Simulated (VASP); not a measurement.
# Sb in VASP: a series of runs

Aim: see how the results for Sb move with the level of theory and the settings. Levels: PBEsol+D3(BJ), HF, PBE-based screened hybrid. Tasks: single point.

Everything below comes from runs of VASP 6.6.1. Logs are shortened: lines on timing, memory, paths and dates and some standing lists are left out, and cuts for length are marked.

## 1. The cell of the first run

The typed cell holds 1 atom: a = 3.029 Å, b = 3.029 Å, c = 3.029 Å, α = 90.00°, β = 89.99°, γ = 90.00°.

## 2. Single point, PBEsol+D3(BJ), non-collinear spin, zero start, spin-orbit coupling (the cell strained at random)

INCAR reads:

```
SYSTEM = Sb
  PREC = Accurate
  ENCUT = 520
  EDIFF = 1E-6
  ISMEAR = -1
  SIGMA = 0.15
  LREAL = .False.
  LASPH = .True.
  NELM = 150
  ALGO = Normal
  ISIF = 2
  LWAVE = .False.
  LCHARG = .True.
  MAGMOM = 0 0 0
  LORBIT = 11
  LSORBIT = .True.
  GGA_COMPAT = .False.
  LORBMOM = .True.
  GGA = PS
  IVDW = 12
  LVHAR = .True.
  NBANDS = 16
```

KPOINTS reads:

```
Automatic mesh
0
Gamma
  6 6 6
  0 0 0
```

POSCAR reads:

```
Sb
1.0
    3.0290743701      0.0001015767      0.0001789261
    0.0001022422      3.0287125161     -0.0001144113
    0.0001785224     -0.0001138305      3.0287697256
Sb
1
Direct
    0.0000000000      0.0000000000      0.0000000000
```

Potentials or basis: VASP PAW PBE potentials, release 64 (Sb).

On the command line:

```console
$ cat potpaw_PBE.64/Sb/POTCAR > POTCAR
$ mpirun -np 1 vasp_ncl > vasp.out
```

OUTCAR:

```text
SYSTEM = Sb
   PREC = Accurate
   ENCUT = 520
   EDIFF = 1E-6
   ISMEAR = -1
   LREAL = .False.
   LASPH = .True.
   NELM = 150
   ISIF = 2
   LORBIT = 11
   LSORBIT = .True.
   GGA = PS
   IVDW = 12
 IVDW          = 12

 ion  position               nearest neighbor table
   1  0.000  0.000  0.000-

  LATTYP: Found a base centered monoclinic cell.
 ALAT       =    14.2051833557
 B/A-ratio  =     0.3015412089
 C/A-ratio  =     0.3692785906
 COS(beta)  =    -0.9847262671

  Lattice vectors:

 A1 = (   3.0286150831,  -3.0283832784,  -6.0572461138)
 A2 = (   3.0286913633,  -6.0572096250,  -3.0283619769)
 A3 = (  -3.0287936055,   3.0284971089,   3.0284763882)

Analysis of symmetry for initial positions (statically):
=====================================================================
 Subroutine PRICEL returns:
 Original cell was already a primitive cell.

 Routine SETGRP: Setting up the symmetry group for a
 base centered monoclinic supercell.

 Subroutine GETGRP returns: Found  4 space group operations
 (whereof  4 operations were pure point group operations)
 out of a pool of  4 trial point group operations.

The static configuration has the point symmetry C_2h.

Analysis of symmetry for dynamics (positions and initial velocities):
=====================================================================
 Subroutine PRICEL returns:
 Original cell was already a primitive cell.

 Routine SETGRP: Setting up the symmetry group for a
 base centered monoclinic supercell.

 Subroutine GETGRP returns: Found  4 space group operations
 (whereof  4 operations were pure point group operations)
 out of a pool of  4 trial point group operations.

The dynamic configuration has the point symmetry C_2h.

Analysis of structural, dynamic, and magnetic symmetry:
=====================================================================
 Subroutine PRICEL returns:
 Original cell was already a primitive cell.

 Routine SETGRP: Setting up the symmetry group for a
 base centered monoclinic supercell.

 Subroutine GETGRP returns: Found  4 space group operations
 (whereof  4 operations were pure point group operations)
 out of a pool of  4 trial point group operations.

The overall configuration has the point symmetry C_2h.

 Subroutine INISYM returns: Found  4 space group operations
 (whereof  4 operations are pure point group operations),
 and found     1 'primitive' translations

----------------------------------------------------------------------------------------

                                     Primitive cell

  volume of cell :      27.7865

  direct lattice vectors                    reciprocal lattice vectors
     3.029074370  0.000101577  0.000178926     0.330133857 -0.000011145 -0.000019459
     0.000102242  3.028712516 -0.000114411    -0.000011073  0.330173299  0.000012410
     0.000178522 -0.000113830  3.028769726    -0.000019503  0.000012473  0.330167063

  length of vectors
     3.029074377  3.028712520  3.028769733     0.330133858  0.330173299  0.330167064

  position of ions in fractional coordinates (direct lattice)
     0.000000000  0.000000000  0.000000000

  ion indices of the primitive-cell ions
   primitive index   ion index
                 1           1

----------------------------------------------------------------------------------------

 KPOINTS: Automatic mesh

Automatic generation of k-mesh.
 Grid dimensions read from file:
 generate k-points for:    6    6    6

 Generating k-lattice:

  Cartesian coordinates                     Fractional coordinates (reciprocal lattice)
     0.055022309 -0.000001858 -0.000003243     0.166666667 -0.000000000  0.000000000
    -0.000001845  0.055028883  0.000002068     0.000000000  0.166666667  0.000000000
    -0.000003251  0.000002079  0.055027844     0.000000000  0.000000000  0.166666667

  Length of vectors
     0.055022310  0.055028883  0.055027844

  Shift w.r.t. Gamma in fractional coordinates (k-lattice)
     0.000000000  0.000000000  0.000000000

 Subroutine IBZKPT returns following result:
 ===========================================

 Found     68 irreducible k-points:

 Following reciprocal coordinates:
            Coordinates               Weight
  0.000000  0.000000  0.000000      1.000000
  0.166667  0.000000  0.000000      2.000000
  0.333333  0.000000  0.000000      2.000000
  0.500000  0.000000  0.000000      1.000000
  0.000000  0.166667  0.000000      4.000000
  0.166667  0.166667  0.000000      4.000000
[... 16 lines left out ...]
  0.333333  0.166667  0.166667      2.000000
  0.500000  0.166667  0.166667      2.000000
 [... further k-points ...]
   k-points           NKPTS =     68   k-points in BZ     NKDIM =     68   number of bands    NBANDS=     16
   number of dos      NEDOS =    301   number of ions     NIONS =      1
   total plane-waves  NPLWV =  13824
   dimension x,y,z NGX =    24 NGY =   24 NGZ =   24
   dimension x,y,z NGXF=    48 NGYF=   48 NGZF=   48
   ions per type =               1
   NGX,Y,Z   is equivalent  to a cutoff of  13.17, 13.17, 13.17 a.u.
   NGXF,Y,Z  is equivalent  to a cutoff of  26.34, 26.35, 26.35 a.u.
 SYSTEM =  Sb
   PREC   = accura    normal or accurate (medium, high low for compatibility)
   ISTART =      0    job   : 0-new  1-cont  2-samecut
   ICHARG =      2    charge: 1-file 2-atom 10-const
   ISPIN  =      1    spin polarized calculation?
   LNONCOLLINEAR =      T non collinear calculations
   LSORBIT =      T    spin-orbit coupling
   LASPH  =      T    aspherical Exc in radial PAW
   ENCUT  =  520.0 eV  38.22 Ry    6.18 a.u.   5.63  5.63  5.63*2*pi/ulx,y,z
   NELM   =    150;   NELMIN=  2; NELMDL= -5     # of ELM steps
   EDIFF  = 0.1E-05   stopping-criterion for ELM
   LREAL  =      F    real-space projection
   EDIFFG = 0.1E-04   stopping-criterion for IOM
   NSW    =      0    number of steps for IOM
   IBRION =     -1    ionic relax: 0-MD 1-quasi-New 2-CG
   NFREE  =      0    steps in history (QN), initial steepest desc. (CG)
   ISIF   =      2    stress and relaxation
   ISYM   =      2    0-nonsym 1-usesym 2-fastsym
   POTIM  = 0.5000    time-step for ionic-motion
   TEBEG  =    0.0;   TEEND  =   0.0 temperature during run
   PSTRESS=    0.0 pullay stress
   NELECT =       5.0000    total number of electrons
   NUPDOWN=      -1.0000    fix difference up-down
   EMIN   =  10.00;   EMAX   =-10.00  energy-range for DOS
   EFERMI =   0.00;   METHOD = LEGACY
   ISMEAR =    -1;   SIGMA  =   0.15  broadening in eV -4-tet -1-fermi 0-gaus
   EFERMI_NEDOS =   21; number of points for ismear=-14 and -15
   IALGO  =     38    algorithm
   IMIX   =      4    mixing-type and parameters
     AMIX     =   0.40;   BMIX     =  1.00
     AMIX_MAG =   1.60;   BMIX_MAG =  1.00
  volume/ion in A,a.u.               =      27.79       187.51
  Fermi-wavevector in a.u.,A,eV,Ry     =   0.924244  1.746568 11.622470  0.854227
  Thomas-Fermi vector in A             =   2.049969
   LORBIT       =     11    0 simple, 1 ext, 2 COOP (PROOUT), +10 PAW based schemes
   GGA     = PS    functional components
   LHFCALC =     F    Hartree Fock is set to
   AEXX    =    0.0000 exact exchange contribution
   IVDW    =    12    specifies the selected vdW correction
   LEPSILON=     F    determine dielectric tensor
   LRPA    =     F    only Hartree local field effects (RPA)
  energy-cutoff  :      520.00
  volume of cell :       27.79
 maximum number of plane-waves:      1536
 NGX is ok and might be reduce to    24
   NGX = 11   NGY = 11   NGZ = 11

 number of electron       5.0000000 magnetization       0.0000000      0.0000000      0.0000000

 number of electron       4.9999989 magnetization       0.0000000     -0.0000000      0.0000000

 number of electron       4.9999989 magnetization      -0.0000000     -0.0000002      0.0000002

 Free energy of the ion-electron system (eV)
  ---------------------------------------------------
  ext. energy  EPLUGINS =         0.00000000
  ---------------------------------------------------
  free energy    TOTEN  =        -4.63751900 eV

  energy without entropy =       -4.60222796  energy(sigma->0) =       -4.61987348

 E-fermi :   8.1038     XC(G=0): -10.0492

 val. band max:        7.9777079805   @ k =  -0.0000  -0.1667   0.1667
 cond. band min:       8.1936676990   @ k =  -0.1667   0.1667   0.1667
 fundamental gap:      0.2159597185
 Fermi energy:         8.1037694075

 k-point     1 :       0.0000    0.0000    0.0000
  band No.  band energies     occupation
      1      -5.0493      1.00000
      2      -5.0493      1.00000
      3      10.7463      0.00000
      4      10.7463      0.00000
      5      11.6462      0.00000
      6      11.6462      0.00000
[... 8 lines left out ...]
     15      25.8177      0.00000
     16      25.8181      0.00000

 k-point     2 :       0.1667    0.0000    0.0000
  band No.  band energies     occupation
      1      -4.6190      1.00000
      2      -4.6190      1.00000
      3       7.8240      0.86589
      4       7.8240      0.86589
      5      11.4868      0.00000
      6      11.4868      0.00000
[... 8 lines left out ...]
     15      23.5433      0.00000
     16      23.5433      0.00000

 k-point     3 :       0.3333    0.0000    0.0000
  band No.  band energies     occupation
      1      -3.4176      1.00000
      2      -3.4176      1.00000
      3       3.8404      1.00000
      4       3.8404      1.00000
      5      12.5047      0.00000
      6      12.5047      0.00000
[... 8 lines left out ...]
     15      21.0199      0.00000
     16      21.0199      0.00000
[... 362 lines left out ...]
 k-point    23 :       0.3333    0.1667    0.1667
  band No.  band energies     occupation
      1      -2.5524      1.00000
      2      -2.5524      1.00000
      3       4.6548      1.00000
      4       4.6548      1.00000
      5       9.4839      0.00010
      6       9.4839      0.00010
[... 8 lines left out ...]
     15      21.1297      0.00000
     16      21.1297      0.00000

 k-point    24 :       0.5000    0.1667    0.1667
  band No.  band energies     occupation
      1      -1.4772      1.00000
      2      -1.4772      1.00000
      3       2.6083      1.00000
      4       2.6083      1.00000
      5      10.2582      0.00000
      6      10.2582      0.00000
[... 8 lines left out ...]
     15      22.0626      0.00000
     16      22.0626      0.00000

 [... further k-points ...]

------------------------ aborting loop because EDIFF is reached ----------------------------------------

 Edisp (eV)   -0.49116

 E8    (eV) :    -0.3368

  FORCE on cell =-STRESS in cart. coord.  units (eV):
  Direction    XX          YY          ZZ          XY          YZ          ZX
  --------------------------------------------------------------------------------------
  -------------------------------------------------------------------------------------
  Total      -0.02011    -0.01821    -0.01821    -0.00021     0.00022    -0.00021
  in kB      -1.15983    -1.04972    -1.04976    -0.01198     0.01294    -0.01197
  external pressure =       -1.09 kB  Pullay stress =        0.00 kB

 VOLUME and BASIS-vectors are now :
 -----------------------------------------------------------------------------
  energy-cutoff  :      520.00
  volume of cell :       27.79
      direct lattice vectors                 reciprocal lattice vectors
     3.029074370  0.000101577  0.000178926     0.330133857 -0.000011145 -0.000019459
     0.000102242  3.028712516 -0.000114411    -0.000011073  0.330173299  0.000012410
     0.000178522 -0.000113830  3.028769726    -0.000019503  0.000012473  0.330167063

 POSITION                                       TOTAL-FORCE (eV/Angst)
 -----------------------------------------------------------------------------------
      0.00000      0.00000      0.00000         0.000000      0.000000      0.000000
 -----------------------------------------------------------------------------------
    total drift:                               -0.000000      0.000000     -0.000000

  FREE ENERGIE OF THE ION-ELECTRON SYSTEM (eV)
  ---------------------------------------------------
  free  energy   TOTEN  =        -5.1286826487 eV

  energy  without entropy=       -5.0933916093  energy(sigma->0) =       -5.11103713

 orbital moment (x)

 # of ion     p       d       tot
 ----------------------------------------
  1        -0.000  -0.000  -0.000
 ----------------------------------------
           -0.000  -0.000  -0.000

 orbital moment (y)

 # of ion     p       d       tot
 ----------------------------------------
  1        -0.000   0.000  -0.000
 ----------------------------------------
           -0.000   0.000  -0.000

 orbital moment (z)

 # of ion     p       d       tot
 ----------------------------------------
  1         0.000  -0.000   0.000
 ----------------------------------------
            0.000  -0.000   0.000

 Spin-Orbit-Coupling matrix elements

 Ion:    1  E_soc:     -0.1429502
 l=   1
     0.0000000    -0.0237105    -0.0237206
    -0.0237105     0.0000000    -0.0237206
    -0.0237206    -0.0237206     0.0000000
 l=   2
     0.0000000    -0.0000125     0.0000000    -0.0000124    -0.0000953
    -0.0000125     0.0000000    -0.0000716    -0.0000125    -0.0000239
     0.0000000    -0.0000716     0.0000000    -0.0000714     0.0000000
    -0.0000124    -0.0000125    -0.0000714     0.0000000    -0.0000238
    -0.0000953    -0.0000239     0.0000000    -0.0000238     0.0000000
 l=   3
     0.0000000     0.0000000     0.0000000     0.0000000     0.0000000     0.0000000     0.0000000
     0.0000000     0.0000000     0.0000000     0.0000000     0.0000000     0.0000000     0.0000000
     0.0000000     0.0000000     0.0000000     0.0000000     0.0000000     0.0000000     0.0000000
     0.0000000     0.0000000     0.0000000     0.0000000     0.0000000     0.0000000     0.0000000
     0.0000000     0.0000000     0.0000000     0.0000000     0.0000000     0.0000000     0.0000000
     0.0000000     0.0000000     0.0000000     0.0000000     0.0000000     0.0000000     0.0000000
     0.0000000     0.0000000     0.0000000     0.0000000     0.0000000     0.0000000     0.0000000

 total charge

# of ion       s       p       d       tot
------------------------------------------
    1        1.211   1.157   0.042   2.411

 magnetization (x)

# of ion       s       p       d       tot
------------------------------------------
    1       -0.000  -0.000   0.000  -0.000

 magnetization (y)

# of ion       s       p       d       tot
------------------------------------------
    1        0.000   0.000  -0.000   0.000

 magnetization (z)

# of ion       s       p       d       tot
------------------------------------------
    1       -0.000  -0.000   0.000  -0.000
```

It took 32 s on 1 thread of Intel Xeon Platinum 8488C (Sapphire Rapids), shared host; peak memory 0.21 GiB.

Results:

```yaml
Free_energy: -5.1287 eV
Pressure: -0.1 GPa
Net_moment: 0.00 μB per cell
Valence_electrons_inside_the_program's_atomic_spheres: Sb 2.41
Dispersion_energy_per_atom: -0.491 eV
```

Moments on the atoms (μB; x, y, z):
```
Sb  0.00 0.00 0.00
```

Caveat: the cell differs from its parent crystal (the cell strained at random); three body term missing; the PAW data sets were made with another functional, which shifts forces and pressure a little.

## 3. Single point, PBEsol+D3(BJ), non-collinear spin, zero start, spin-orbit coupling (the cell strained at random)

INCAR reads:

```
SYSTEM = Sb
ALGO = Normal ; EDIFF = 1E-7
ENCUT = 520 ; GGA = PS
GGA_COMPAT = .False. ; ISIF = 2
ISMEAR = -1 ; IVDW = 12
LASPH = .True. ; LCHARG = .False.
LORBIT = 11 ; LORBMOM = .True.
LREAL = .False. ; LSORBIT = .True.
LWAVE = .False. ; MAGMOM = 0 0 0
NBANDS = 16 ; NELM = 150
PREC = Accurate ; SIGMA = 0.15
```

KPOINTS reads:

```
k-points
0
Gamma
  6 6 6
  0 0 0
```

POSCAR reads:

```
Sb
1.0
    3.2032050000      0.0177030000      0.0330880000
    0.0177030000      3.1431290000     -0.0109400000
    0.0330880000     -0.0109400000      3.1345880000
Sb
1
Direct
    0.0000000000      0.0000000000      0.0000000000
```

Potentials or basis: VASP PAW PBE potentials, release 64 (Sb).

On the command line:

```console
$ cat potpaw_PBE.64/Sb/POTCAR > POTCAR
$ mpirun -np 1 vasp_ncl > vasp.out
```

Run time: 53 s. Hardware: 1 thread of Intel Xeon Platinum 8488C (Sapphire Rapids), shared host; peak memory 0.24 GiB.

Results (log left out):

```
Free energy                                           : -5.0426 eV
Pressure                                              : -6.3 GPa
Net moment                                            : 0.00 μB per cell
Valence electrons inside the program's atomic spheres : Sb 2.35
Dispersion energy per atom                            : -0.432 eV
```

Stress tensor (GPa, compression positive):
```
-6.70 -0.17 -0.32
-0.17 -6.18  0.11
-0.32  0.11 -5.99
```

Moments on the atoms (μB; x, y, z):
```
Sb  0.00 0.00 0.00
```

Caveat: the cell differs from its parent crystal (the cell strained at random); three body term missing; the PAW data sets were made with another functional, which shifts forces and pressure a little.

[end of part 1 of 2]
